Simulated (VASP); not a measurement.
The system is TiN (Osbornite).

```xyz
2
Lattice="0.0000 2.1190 2.1190 2.1190 0.0000 2.1190 2.1190 2.1190 0.0000" Properties=species:S:1:pos:R:3 pbc="T T T"
Ti    0.0000    0.0000    0.0000
N     2.1190    2.1190    2.1190
```

Base run:

| Item | Value |
| --- | --- |
| Program | VASP 6.6.1 |
| Functional | RPBE |
| Potentials or basis | VASP PAW PBE potentials, release 64 (Ti_sv, N) |
| Cutoff | 520 eV |
| k mesh | 12 × 12 × 12 |
| Occupations | fermi-dirac, width 0.1 eV |
| Spin | no spin polarisation |

Its results: pressure 7.6 GPa.

Q: The run is repeated on the same cell with these changes: functional from RPBE to PBEsol. What comes out?

A: Pressure -6.3 GPa.

PBEsol binds more tightly than RPBE, so the same cell stands under less pressure.

Caveats: the PAW data sets were made with another functional, which shifts forces and pressure a little.
